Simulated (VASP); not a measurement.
# Cs (I4/mmm) in VASP: notebook

Cs is run at these levels: PBEsol; tasks: single point.

Program: VASP 6.6.1. These are calculated values, not measurements. Logs are shortened: lines on timing, memory, paths and dates and some standing lists are left out, and cuts for length are marked.

## 1. The cell of the first run

It takes space group I4/mmm (No. 139, tetragonal). Conventional cell: a = 3.978 Å, b = 3.978 Å, c = 5.644 Å, α = 90.00°, β = 90.00°, γ = 90.00°. Cs (site symmetry 4/mmm) has 12 Cs at 3.98 Å within 5.2 Å.

## 2. Single point, PBEsol

INCAR

```
SYSTEM = Cs
PREC     = Accurate       ! precision mode
ENCUT    = 520            ! plane-wave cutoff, eV
EDIFF    = 1E-6           ! SCF threshold, eV
ISMEAR   = -1             ! smearing method
SIGMA    = 0.05           ! smearing width, eV
LREAL    = .FALSE.        ! projectors in reciprocal space
LASPH    = .TRUE.         ! aspherical terms in the spheres
NELM     = 60             ! most SCF steps
ALGO     = Normal         ! electronic algorithm
ISIF     = 2              ! what is computed and relaxed
LWAVE    = .FALSE.        ! write WAVECAR
LCHARG   = .TRUE.         ! write CHGCAR
GGA      = PS             ! functional
LELF     = .TRUE.         ! ELF
LVHAR    = .TRUE.       
NBANDS   = 10             ! bands
```

KPOINTS

```
Automatic mesh
0
G
  7 7 7
  0 0 0
```

POSCAR

```
Cs
1.0
   -1.9890739812      1.9890739812      2.8219838776
    1.9890739812     -1.9890739812      2.8219838776
    1.9890739812      1.9890739812     -2.8219838776
Cs
1
Direct
    0.0000000000      0.0000000000      0.0000000000
```

Potentials or basis: VASP PAW PBE potentials, release 64 (Cs_sv).

Command:

```bash
> cat potpaw_PBE.64/Cs_sv/POTCAR > POTCAR
> mpirun -np 1 vasp_std > vasp.out
```

OUTCAR:

```text
SYSTEM = Cs
   PREC = Accurate
   ENCUT = 520
   EDIFF = 1E-6
   ISMEAR = -1
   LREAL = .FALSE.
   LASPH = .TRUE.
   NELM = 60
   ISIF = 2
   GGA = PS

 ion  position               nearest neighbor table
   1  0.000  0.000  0.000-

  LATTYP: Found a body centered tetragonal cell.
 ALAT       =     3.9781479624
 C/A-ratio  =     1.4187425426

  Lattice vectors:

 A1 = (  -1.9890739812,   1.9890739812,   2.8219838776)
 A2 = (   1.9890739812,  -1.9890739812,   2.8219838776)
 A3 = (   1.9890739812,   1.9890739812,  -2.8219838776)

Analysis of symmetry for initial positions (statically):
=====================================================================
 Subroutine PRICEL returns:
 Original cell was already a primitive cell.

 Routine SETGRP: Setting up the symmetry group for a
 body centered tetragonal supercell.

 Subroutine GETGRP returns: Found 16 space group operations
 (whereof 16 operations were pure point group operations)
 out of a pool of 16 trial point group operations.

The static configuration has the point symmetry D_4h.

Analysis of symmetry for dynamics (positions and initial velocities):
=====================================================================
 Subroutine PRICEL returns:
 Original cell was already a primitive cell.

 Routine SETGRP: Setting up the symmetry group for a
 body centered tetragonal supercell.

 Subroutine GETGRP returns: Found 16 space group operations
 (whereof 16 operations were pure point group operations)
 out of a pool of 16 trial point group operations.

The dynamic configuration has the point symmetry D_4h.

 Subroutine INISYM returns: Found 16 space group operations
 (whereof 16 operations are pure point group operations),
 and found     1 'primitive' translations

----------------------------------------------------------------------------------------

                                     Primitive cell

  volume of cell :      44.6598

  direct lattice vectors                    reciprocal lattice vectors
    -1.989073981  1.989073981  2.821983878     0.000000000  0.251373254  0.177180318
     1.989073981 -1.989073981  2.821983878     0.251373254  0.000000000  0.177180318
     1.989073981  1.989073981 -2.821983878     0.251373254  0.251373254  0.000000000

  length of vectors
     3.984523009  3.984523009  3.984523009     0.307540856  0.307540856  0.355495466

  position of ions in fractional coordinates (direct lattice)
     0.000000000  0.000000000  0.000000000

  ion indices of the primitive-cell ions
   primitive index   ion index
                 1           1

----------------------------------------------------------------------------------------

 KPOINTS: Automatic mesh

Automatic generation of k-mesh.
 Grid dimensions read from file:
 generate k-points for:    7    7    7

 Generating k-lattice:

  Cartesian coordinates                     Fractional coordinates (reciprocal lattice)
     0.000000000  0.035910465  0.025311474     0.142857143  0.000000000 -0.000000000
     0.035910465  0.000000000  0.025311474     0.000000000  0.142857143 -0.000000000
     0.035910465  0.035910465  0.000000000     0.000000000  0.000000000  0.142857143

  Length of vectors
     0.043934408  0.043934408  0.050785067

  Shift w.r.t. Gamma in fractional coordinates (k-lattice)
     0.000000000  0.000000000  0.000000000

 Subroutine IBZKPT returns following result:
 ===========================================

 Found     40 irreducible k-points:

 Following reciprocal coordinates:
            Coordinates               Weight
  0.000000  0.000000  0.000000      1.000000
  0.142857  0.000000 -0.000000      8.000000
  0.285714  0.000000  0.000000      8.000000
  0.428571  0.000000 -0.000000      8.000000
  0.142857  0.142857 -0.000000      8.000000
  0.285714  0.142857  0.000000     16.000000
[... 16 lines left out ...]
 -0.142857  0.285714  0.142857      8.000000
 -0.428571  0.428571  0.142857      8.000000
 [... further k-points ...]
   k-points           NKPTS =     40   k-points in BZ     NKDIM =     40   number of bands    NBANDS=     10
   number of dos      NEDOS =    301   number of ions     NIONS =      1
   total plane-waves  NPLWV =  27000
   dimension x,y,z NGX =    30 NGY =   30 NGZ =   30
   dimension x,y,z NGXF=    60 NGYF=   60 NGZF=   60
   ions per type =               1
   NGX,Y,Z   is equivalent  to a cutoff of  12.52, 12.52, 12.52 a.u.
   NGXF,Y,Z  is equivalent  to a cutoff of  25.03, 25.03, 25.03 a.u.
 SYSTEM =  Cs
   PREC   = accura    normal or accurate (medium, high low for compatibility)
   ISTART =      0    job   : 0-new  1-cont  2-samecut
   ICHARG =      2    charge: 1-file 2-atom 10-const
   ISPIN  =      1    spin polarized calculation?
   LNONCOLLINEAR =      F non collinear calculations
   LSORBIT =      F    spin-orbit coupling
   LASPH  =      T    aspherical Exc in radial PAW
   ENCUT  =  520.0 eV  38.22 Ry    6.18 a.u.   7.41  7.41  7.41*2*pi/ulx,y,z
   NELM   =     60;   NELMIN=  2; NELMDL= -5     # of ELM steps
   EDIFF  = 0.1E-05   stopping-criterion for ELM
   LREAL  =      F    real-space projection
   EDIFFG = 0.1E-04   stopping-criterion for IOM
   NSW    =      0    number of steps for IOM
   IBRION =     -1    ionic relax: 0-MD 1-quasi-New 2-CG
   NFREE  =      0    steps in history (QN), initial steepest desc. (CG)
   ISIF   =      2    stress and relaxation
   ISYM   =      2    0-nonsym 1-usesym 2-fastsym
   POTIM  = 0.5000    time-step for ionic-motion
   TEBEG  =    0.0;   TEEND  =   0.0 temperature during run
   PSTRESS=    0.0 pullay stress
   NELECT =       9.0000    total number of electrons
   NUPDOWN=      -1.0000    fix difference up-down
   EMIN   =  10.00;   EMAX   =-10.00  energy-range for DOS
   EFERMI =   0.00;   METHOD = LEGACY
   ISMEAR =    -1;   SIGMA  =   0.05  broadening in eV -4-tet -1-fermi 0-gaus
   EFERMI_NEDOS =   21; number of points for ismear=-14 and -15
   IALGO  =     38    algorithm
   IMIX   =      4    mixing-type and parameters
     AMIX     =   0.40;   BMIX     =  1.00
     AMIX_MAG =   1.60;   BMIX_MAG =  1.00
  volume/ion in A,a.u.               =      44.66       301.38
  Fermi-wavevector in a.u.,A,eV,Ry     =   0.959806  1.813771 12.534066  0.921228
  Thomas-Fermi vector in A             =   2.089035
   LORBIT       =      0    0 simple, 1 ext, 2 COOP (PROOUT), +10 PAW based schemes
   GGA     = PS    functional components
   LHFCALC =     F    Hartree Fock is set to
   AEXX    =    0.0000 exact exchange contribution
   IVDW    =     0    specifies the selected vdW correction
   LEPSILON=     F    determine dielectric tensor
   LRPA    =     F    only Hartree local field effects (RPA)
 non-spin polarized calculation
  energy-cutoff  :      520.00
  volume of cell :       44.66
 maximum number of plane-waves:      1243
 NGX is ok and might be reduce to    30
   NGX = 15   NGY = 15   NGZ = 15

 number of electron       9.0000001 magnetization

 Free energy of the ion-electron system (eV)
  ---------------------------------------------------
  ext. energy  EPLUGINS =         0.00000000
  ---------------------------------------------------
  free energy    TOTEN  =        -0.28997631 eV

  energy without entropy =       -0.27339830  energy(sigma->0) =       -0.28168731

 E-fermi :   4.0130     XC(G=0):  -8.6662

 val. band max:        3.9438098295   @ k =  -0.4286  -0.4286   0.4286
 cond. band min:       4.0163734563   @ k =   0.4286   0.2857  -0.0000
 fundamental gap:      0.0725636267
 Fermi energy:         4.0130290640

 k-point     1 :       0.0000    0.0000    0.0000
  band No.  band energies     occupation
      1     -19.9875      2.00000
      2      -5.7343      2.00000
      3      -5.7322      2.00000
      4      -5.7322      2.00000
      5       2.0230      2.00000
      6       6.8800      0.00000
      7       6.9022      0.00000
      8       6.9022      0.00000
      9       9.5479      0.00000
     10       9.5999      0.00000

 k-point     2 :       0.1429    0.0000   -0.0000
  band No.  band energies     occupation
      1     -19.9316      2.00000
      2      -6.2006      2.00000
      3      -5.7833      2.00000
      4      -5.7803      2.00000
      5       2.6550      2.00000
      6       6.3100      0.00000
      7       7.1190      0.00000
      8       7.1371      0.00000
      9       9.0779      0.00000
     10       9.1150      0.00000

 k-point     3 :       0.2857    0.0000    0.0000
  band No.  band energies     occupation
      1     -19.8017      2.00000
      2      -7.0862      2.00000
      3      -5.8909      2.00000
      4      -5.8844      2.00000
      5       3.5051      1.99992
      6       6.2882      0.00000
      7       7.0072      0.00000
      8       7.0394      0.00000
      9       9.5356      0.00000
     10       9.5399      0.00000

 k-point     4 :       0.4286    0.0000   -0.0000
  band No.  band energies     occupation
      1     -19.6925      2.00000
      2      -7.6950      2.00000
      3      -5.9732      2.00000
      4      -5.9641      2.00000
      5       3.5178      1.99990
      6       6.6046      0.00000
      7       6.6377      0.00000
      8       7.3321      0.00000
      9      10.5793      0.00000
     10      11.2297      0.00000
[... 222 lines left out ...]
 k-point    22 :      -0.2857    0.2857    0.1429
  band No.  band energies     occupation
      1     -19.7078      2.00000
      2      -7.1768      2.00000
      3      -6.4104      2.00000
      4      -6.0681      2.00000
      5       4.4643      0.00024
      6       5.1845      0.00000
      7       5.9704      0.00000
      8       8.4459      0.00000
      9       8.9234      0.00000
     10      11.9561      0.00000

 k-point    23 :      -0.1429    0.2857    0.1429
  band No.  band energies     occupation
      1     -19.7265      2.00000
      2      -7.2911      2.00000
      3      -6.2797      2.00000
      4      -5.9123      2.00000
      5       4.1865      0.06036
      6       6.0704      0.00000
      7       6.2643      0.00000
      8       7.2335      0.00000
      9       9.0352      0.00000
     10      11.7815      0.00000

 k-point    24 :      -0.4286    0.4286    0.1429
  band No.  band energies     occupation
      1     -19.5901      2.00000
      2      -7.4028      2.00000
      3      -6.6706      2.00000
      4      -6.4425      2.00000
      5       3.7863      1.97876
      6       4.6930      0.00000
      7       7.2600      0.00000
      8       9.2321      0.00000
      9      11.1861      0.00000
     10      12.8080      0.00000

 [... further k-points ...]
[... 5 lines left out ...]
  --------------------------------------------------------------------------------------
  -------------------------------------------------------------------------------------
  Total        1.4111331      1.4111331      1.4054791      0.0000000     -0.0000000      0.0000000
  in kB       50.6246641     50.6246641     50.4218277      0.0000000     -0.0000000      0.0000000
  external PRESSURE =      50.5570519 kB  Pullay stress =       0.0000000 kB

 VOLUME and BASIS-vectors are now :
 -----------------------------------------------------------------------------
  energy-cutoff  :      520.00
  volume of cell :       44.66
      direct lattice vectors                 reciprocal lattice vectors
    -1.989073981  1.989073981  2.821983878     0.000000000  0.251373254  0.177180318
     1.989073981 -1.989073981  2.821983878     0.251373254  0.000000000  0.177180318
     1.989073981  1.989073981 -2.821983878     0.251373254  0.251373254  0.000000000

 POSITION                                       TOTAL-FORCE (eV/Angst)
 -----------------------------------------------------------------------------------
      0.00000      0.00000      0.00000        -0.000000     -0.000000      0.000000
 -----------------------------------------------------------------------------------
    total drift:                                0.000000     -0.000000      0.000000

  FREE ENERGIE OF THE ION-ELECTRON SYSTEM (eV)
  ---------------------------------------------------
  free  energy   TOTEN  =        -0.2899763075 eV

  energy  without entropy=       -0.2733983041  energy(sigma->0) =       -0.28168731
```

It took 18 s on 1 thread of Intel Xeon Platinum 8259CL at 2.50GHz (Skylake/Cascade Lake), shared host; peak memory 0.17 GiB.

Results:

```yaml
Free_energy: -0.2900 eV
Pressure: 5.1 GPa
```

Caveat: the PAW data sets were made with another functional, which shifts forces and pressure a little; spin-orbit coupling is left out, which moves the levels of the heavy elements.

## 3. Single point, PBEsol

This run uses another cell than the first one, of 67.69 Å³/atom, 1.516 times its volume.

INCAR

```
SYSTEM = Cs
PREC     = Accurate       ! precision mode
ENCUT    = 520            ! plane-wave cutoff, eV
EDIFF    = 1E-7           ! SCF threshold, eV
ISMEAR   = -1             ! smearing method
SIGMA    = 0.05           ! smearing width, eV
LREAL    = .False.        ! projectors in reciprocal space
LASPH    = .True.         ! aspherical terms in the spheres
NELM     = 80             ! most SCF steps
ALGO     = Fast           ! electronic algorithm
ISIF     = 2              ! what is computed and relaxed
LWAVE    = .False.        ! write WAVECAR
LCHARG   = .True.         ! write CHGCAR
GGA      = PS             ! functional
LELF     = .True.         ! ELF
LVHAR    = .True.       
NBANDS   = 10             ! bands
```

KPOINTS

```
regular mesh
0
Gamma
  7 7 7
  0 0 0
```

POSCAR

```
Cs
1.0
   -2.2540044614      2.2540044614      3.3310401796
    2.2540044614     -2.2540044614      3.3310401796
    2.2540044614      2.2540044614     -3.3310401796
Cs
1
Direct
    0.0000000000      0.0000000000      0.0000000000
```

Potentials or basis: VASP PAW PBE potentials, release 64 (Cs_sv).

Command:

```bash
> cat potpaw_PBE.64/Cs_sv/POTCAR > POTCAR
> mpirun -np 1 vasp_std > vasp.out
```

Run time: 30 s. Hardware: 1 thread of Intel Xeon Platinum 8259CL at 2.50GHz (Skylake/Cascade Lake), shared host; peak memory 0.2 GiB.

It converged, with:

```yaml
Free_energy: -0.7646 eV
Pressure: 2.0 GPa
```

Levels at points of the mesh, in eV from the Fermi level:
```csv
k point,band 1,band 2,band 3,band 4,band 5,band 6,band 7,band 8,band 9,band 10
"(0.00, 0.00, 0.00)",-23.62,-10.12,-10.10,-10.10,-2.08,2.63,2.86,2.86,4.31,4.81
```

Caveat: the PAW data sets were made with another functional, which shifts forces and pressure a little; spin-orbit coupling is left out, which moves the levels of the heavy elements.

## 4. Single point, PBEsol

This run uses another cell than the first one, of 108.77 Å³/atom, 2.435 times its volume.

INCAR

```
SYSTEM = Cs
PREC = Accurate
ENCUT = 520
EDIFF = 1E-7
ISMEAR = -1
SIGMA = 0.05
LREAL = .False.
LASPH = .True.
NELM = 80
ALGO = Normal
ISIF = 2
LWAVE = .False.
LCHARG = .True.
GGA = PS
LELF = .True.
LVHAR = .True.
NBANDS = 10
```

KPOINTS is that of step 3.

POSCAR

```
Cs
1.0
   -2.6741037945      2.6741037945      3.8025421596
    2.6741037945     -2.6741037945      3.8025421596
    2.6741037945      2.6741037945     -3.8025421596
Cs
1
Direct
    0.0000000000      0.0000000000      0.0000000000
```

Command:

```bash
> cat potpaw_PBE.64/Cs_sv/POTCAR > POTCAR
> mpirun -np 1 vasp_std > vasp.out
```

It took 34 s on 1 thread of Intel Xeon Platinum 8259CL at 2.50GHz (Skylake/Cascade Lake), shared host; peak memory 0.24 GiB.

Results (log left out):

| Item | Value |
| --- | --- |
| Free energy | -0.9541 eV |
| Pressure | 0.0 GPa |

Levels at points of the mesh, in eV from the Fermi level:
```tsv
k point	band 1	band 2	band 3	band 4	band 5	band 6	band 7	band 8	band 9	band 10
(0.00, 0.00, 0.00)	-23.84	-10.55	-10.55	-10.55	-1.77	2.45	2.46	2.46	3.59	3.63
```

Caveat: the PAW data sets were made with another functional, which shifts forces and pressure a little; spin-orbit coupling is left out, which moves the levels of the heavy elements.

## 5. The runs side by side

| cell | gap on the mesh (eV) | pressure (GPa) |
| --- | --- | --- |
| a = 3.985 Å, angles 120.1, 120.1, 89.8°, 1 atom | none | 5.1 |
| a = 4.611 Å, angles 121.5, 121.5, 87.5°, 1 atom | none | 2.0 |
| a = 5.363 Å, angles 120.2, 120.2, 89.7°, 1 atom | none | 0.0 |

Alike in all rows: task single point; level PBEsol; potentials or basis VASP PAW PBE potentials, release 64 (Cs_sv); no spin polarisation; k mesh 7 × 7 × 7; cutoff (eV) 520; smearing fermi-dirac 0.05 eV.

Caveats: the PAW data sets were made with another functional, which shifts forces and pressure a little; spin-orbit coupling is left out, which moves the levels of the heavy elements.

Absolute energies hang on the potentials; compare differences alone.
